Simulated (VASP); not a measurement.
# Tc (Pm-3m) in VASP: single point with PBE

Aim: the single point of Tc with PBE.

Everything below comes from runs of VASP 6.6.1. Logs are shortened: lines on timing, memory, paths and dates and some standing lists are left out, and cuts for length are marked.

## Step 1: The cell of the first run

Symmetry: Pm-3m, No. 221, cubic system. The conventional cell has a = 2.533 Å, b = 2.533 Å, c = 2.533 Å, α = 90.00°, β = 90.00°, γ = 90.00°. Within 3.3 Å of Tc (site symmetry m-3m) lie 6 Tc at 2.53 Å.

This isn't the form of Tc at room conditions, which is hcp.

## Step 2: Single point, PBE

INCAR

```
  PREC = Accurate
  ENCUT = 520
  EDIFF = 1E-7
  ISMEAR = -1
  SIGMA = 0.13605693000000002
  LREAL = False
  LASPH = True
  NELM = 100
  ALGO = Normal
  ISIF = 2
  LWAVE = False
  LCHARG = False
  GGA = PE
  NBANDS = 12
```

KPOINTS

```
Automatic mesh
0
Gamma
  13 13 13
```

POSCAR

```
Tc
1.0
    2.5327945915      0.0000000000      0.0000000000
    0.0000000000      2.5327945915      0.0000000000
    0.0000000000      0.0000000000      2.5327945915
Tc
1
Direct
    0.0000000000      0.0000000000      0.0000000000
```

Potentials or basis: VASP PAW PBE potentials, release 64 (Tc_pv).

Launch:

```console
$ cat potpaw_PBE.64/Tc_pv/POTCAR > POTCAR
$ mpirun -np 1 vasp_std > vasp.out
```

OUTCAR:

```text
PREC = Accurate
   ENCUT = 520
   EDIFF = 1E-7
   ISMEAR = -1
   LREAL = False
   LASPH = True
   NELM = 100
   ISIF = 2
   GGA = PE

 ion  position               nearest neighbor table
   1  0.000  0.000  0.000-

  LATTYP: Found a simple cubic cell.
 ALAT       =     2.5327945915

  Lattice vectors:

 A1 = (   2.5327945915,   0.0000000000,   0.0000000000)
 A2 = (   0.0000000000,   2.5327945915,   0.0000000000)
 A3 = (   0.0000000000,   0.0000000000,   2.5327945915)

Analysis of symmetry for initial positions (statically):
=====================================================================
 Subroutine PRICEL returns:
 Original cell was already a primitive cell.

 Routine SETGRP: Setting up the symmetry group for a
 simple cubic supercell.

 Subroutine GETGRP returns: Found 48 space group operations
 (whereof 48 operations were pure point group operations)
 out of a pool of 48 trial point group operations.

The static configuration has the point symmetry O_h .

Analysis of symmetry for dynamics (positions and initial velocities):
=====================================================================
 Subroutine PRICEL returns:
 Original cell was already a primitive cell.

 Routine SETGRP: Setting up the symmetry group for a
 simple cubic supercell.

 Subroutine GETGRP returns: Found 48 space group operations
 (whereof 48 operations were pure point group operations)
 out of a pool of 48 trial point group operations.

The dynamic configuration has the point symmetry O_h .

 Subroutine INISYM returns: Found 48 space group operations
 (whereof 48 operations are pure point group operations),
 and found     1 'primitive' translations

----------------------------------------------------------------------------------------

                                     Primitive cell

  volume of cell :      16.2480

  direct lattice vectors                    reciprocal lattice vectors
     2.532794592  0.000000000  0.000000000     0.394820805  0.000000000  0.000000000
     0.000000000  2.532794592  0.000000000     0.000000000  0.394820805  0.000000000
     0.000000000  0.000000000  2.532794592     0.000000000  0.000000000  0.394820805

  length of vectors
     2.532794592  2.532794592  2.532794592     0.394820805  0.394820805  0.394820805

  position of ions in fractional coordinates (direct lattice)
     0.000000000  0.000000000  0.000000000

  ion indices of the primitive-cell ions
   primitive index   ion index
                 1           1

----------------------------------------------------------------------------------------

 KPOINTS: Automatic mesh

Automatic generation of k-mesh.
 Grid dimensions read from file:
 generate k-points for:   13   13   13

 Generating k-lattice:

  Cartesian coordinates                     Fractional coordinates (reciprocal lattice)
     0.030370831  0.000000000  0.000000000     0.076923077  0.000000000  0.000000000
     0.000000000  0.030370831  0.000000000     0.000000000  0.076923077  0.000000000
     0.000000000  0.000000000  0.030370831     0.000000000  0.000000000  0.076923077

  Length of vectors
     0.030370831  0.030370831  0.030370831

  Shift w.r.t. Gamma in fractional coordinates (k-lattice)
     0.000000000  0.000000000  0.000000000

 Subroutine IBZKPT returns following result:
 ===========================================

 Found     84 irreducible k-points:

 Following reciprocal coordinates:
            Coordinates               Weight
  0.000000  0.000000  0.000000      1.000000
  0.076923  0.000000  0.000000      6.000000
  0.153846  0.000000  0.000000      6.000000
  0.230769  0.000000  0.000000      6.000000
  0.307692  0.000000  0.000000      6.000000
  0.384615  0.000000  0.000000      6.000000
[... 16 lines left out ...]
  0.307692  0.307692  0.000000     12.000000
  0.384615  0.307692  0.000000     24.000000
 [... further k-points ...]
   k-points           NKPTS =     84   k-points in BZ     NKDIM =     84   number of bands    NBANDS=     12
   number of dos      NEDOS =    301   number of ions     NIONS =      1
   total plane-waves  NPLWV =   8000
   dimension x,y,z NGX =    20 NGY =   20 NGZ =   20
   dimension x,y,z NGXF=    40 NGYF=   40 NGZF=   40
   ions per type =               1
   NGX,Y,Z   is equivalent  to a cutoff of  13.13, 13.13, 13.13 a.u.
   NGXF,Y,Z  is equivalent  to a cutoff of  26.25, 26.25, 26.25 a.u.
 SYSTEM =  unknown system
   PREC   = accura    normal or accurate (medium, high low for compatibility)
   ISTART =      0    job   : 0-new  1-cont  2-samecut
   ICHARG =      2    charge: 1-file 2-atom 10-const
   ISPIN  =      1    spin polarized calculation?
   LNONCOLLINEAR =      F non collinear calculations
   LSORBIT =      F    spin-orbit coupling
   LASPH  =      T    aspherical Exc in radial PAW
   ENCUT  =  520.0 eV  38.22 Ry    6.18 a.u.   4.71  4.71  4.71*2*pi/ulx,y,z
   NELM   =    100;   NELMIN=  2; NELMDL= -5     # of ELM steps
   EDIFF  = 0.1E-06   stopping-criterion for ELM
   LREAL  =      F    real-space projection
   EDIFFG = 0.1E-05   stopping-criterion for IOM
   NSW    =      0    number of steps for IOM
   IBRION =     -1    ionic relax: 0-MD 1-quasi-New 2-CG
   NFREE  =      0    steps in history (QN), initial steepest desc. (CG)
   ISIF   =      2    stress and relaxation
   ISYM   =      2    0-nonsym 1-usesym 2-fastsym
   POTIM  = 0.5000    time-step for ionic-motion
   TEBEG  =    0.0;   TEEND  =   0.0 temperature during run
   PSTRESS=    0.0 pullay stress
   NELECT =      13.0000    total number of electrons
   NUPDOWN=      -1.0000    fix difference up-down
   EMIN   =  10.00;   EMAX   =-10.00  energy-range for DOS
   EFERMI =   0.00;   METHOD = LEGACY
   ISMEAR =    -1;   SIGMA  =   0.14  broadening in eV -4-tet -1-fermi 0-gaus
   EFERMI_NEDOS =   21; number of points for ismear=-14 and -15
   IALGO  =     38    algorithm
   IMIX   =      4    mixing-type and parameters
     AMIX     =   0.40;   BMIX     =  1.00
     AMIX_MAG =   1.60;   BMIX_MAG =  1.00
  volume/ion in A,a.u.               =      16.25       109.65
  Fermi-wavevector in a.u.,A,eV,Ry     =   1.519810  2.872025 31.427044  2.309823
  Thomas-Fermi vector in A             =   2.628746
   LORBIT       =      0    0 simple, 1 ext, 2 COOP (PROOUT), +10 PAW based schemes
   GGA     = PE    functional components
   LHFCALC =     F    Hartree Fock is set to
   AEXX    =    0.0000 exact exchange contribution
   IVDW    =     0    specifies the selected vdW correction
   LEPSILON=     F    determine dielectric tensor
   LRPA    =     F    only Hartree local field effects (RPA)
 non-spin polarized calculation
  energy-cutoff  :      520.00
  volume of cell :       16.25
 maximum number of plane-waves:       461
 NGX is ok and might be reduce to    20
   NGX =  9   NGY =  9   NGZ =  9

 number of electron      13.0000007 magnetization

 Free energy of the ion-electron system (eV)
  ---------------------------------------------------
  ext. energy  EPLUGINS =         0.00000000
  ---------------------------------------------------
  free energy    TOTEN  =        -9.34549923 eV

  energy without entropy =       -9.26673541  energy(sigma->0) =       -9.30611732

 E-fermi :  11.0307     XC(G=0): -12.9130

 val. band max:       11.0107568434   @ k =   0.3846   0.3077   0.0769
 cond. band min:      11.0451284310   @ k =   0.3077   0.2308   0.0769
 fundamental gap:      0.0343715876
 Fermi energy:        11.0306777910

 k-point     1 :       0.0000    0.0000    0.0000
  band No.  band energies     occupation
      1     -27.4379      2.00000
      2     -27.4379      2.00000
      3     -27.4379      2.00000
      4       4.0675      2.00000
      5       6.0818      2.00000
      6       6.0818      2.00000
      7      13.7462      0.00000
      8      13.7462      0.00000
      9      13.7462      0.00000
     10      27.2586      0.00000
     11      27.2586      0.00000
     12      27.2586      0.00000

 k-point     2 :       0.0769    0.0000    0.0000
  band No.  band energies     occupation
      1     -27.5193      2.00000
      2     -27.4310      2.00000
      3     -27.4310      2.00000
      4       4.2506      2.00000
      5       6.1256      2.00000
      6       6.2823      2.00000
      7      13.5237      0.00000
      8      13.5237      0.00000
      9      13.7628      0.00000
     10      26.2638      0.00000
     11      27.6137      0.00000
     12      27.6137      0.00000

 k-point     3 :       0.1538    0.0000    0.0000
  band No.  band energies     occupation
      1     -27.7410      2.00000
      2     -27.4119      2.00000
      3     -27.4119      2.00000
      4       4.7251      2.00000
      5       6.2492      2.00000
      6       6.9039      2.00000
      7      12.9544      0.00000
      8      12.9544      0.00000
      9      13.8091      0.00000
     10      24.2998      0.00000
     11      28.5635      0.00000
     12      28.5635      0.00000
[... 286 lines left out ...]
 k-point    23 :       0.3077    0.3077    0.0000
  band No.  band energies     occupation
      1     -28.2614      2.00000
      2     -28.2305      2.00000
      3     -27.2771      2.00000
      4       6.6916      2.00000
      5       7.3621      2.00000
      6      10.6615      1.87559
      7      11.8171      0.00616
      8      12.0490      0.00112
      9      12.2261      0.00031
     10      21.6115      0.00000
     11      24.9979      0.00000
     12      29.3907      0.00000

 k-point    24 :       0.3846    0.3077    0.0000
  band No.  band energies     occupation
      1     -28.4910      2.00000
      2     -28.2125      2.00000
      3     -27.2539      2.00000
      4       6.3985      2.00000
      5       7.4704      2.00000
      6      11.3029      0.23819
      7      11.4411      0.09339
      8      12.0522      0.00110
      9      13.6584      0.00000
     10      20.3416      0.00000
     11      25.5951      0.00000
     12      28.8172      0.00000

 [... further k-points ...]
[... 5 lines left out ...]
  --------------------------------------------------------------------------------------
  -------------------------------------------------------------------------------------
  Total       -0.0228962     -0.0228962     -0.0228962     -0.0000000     -0.0000000      0.0000000
  in kB       -2.2577381     -2.2577381     -2.2577381     -0.0000000     -0.0000000      0.0000000
  external PRESSURE =      -2.2577381 kB  Pullay stress =       0.0000000 kB

 VOLUME and BASIS-vectors are now :
 -----------------------------------------------------------------------------
  energy-cutoff  :      520.00
  volume of cell :       16.25
      direct lattice vectors                 reciprocal lattice vectors
     2.532794592  0.000000000  0.000000000     0.394820805  0.000000000  0.000000000
     0.000000000  2.532794592  0.000000000     0.000000000  0.394820805  0.000000000
     0.000000000  0.000000000  2.532794592     0.000000000  0.000000000  0.394820805

 POSITION                                       TOTAL-FORCE (eV/Angst)
 -----------------------------------------------------------------------------------
      0.00000      0.00000      0.00000         0.000000      0.000000      0.000000
 -----------------------------------------------------------------------------------
    total drift:                               -0.000000      0.000000      0.000000

  FREE ENERGIE OF THE ION-ELECTRON SYSTEM (eV)
  ---------------------------------------------------
  free  energy   TOTEN  =        -9.3454992297 eV

  energy  without entropy=       -9.2667354114  energy(sigma->0) =       -9.30611732
```

Wall time 11 s (1 thread of Intel Xeon Platinum 8175M at 2.50GHz (Skylake/Cascade Lake), shared host); peak memory 0.13 GiB.

Results:

```
Free energy            : -9.3455 eV
Pressure               : -0.2 GPa
Band gap on the k mesh : zero (an odd number of electrons rules out a gap without spin polarisation)
```
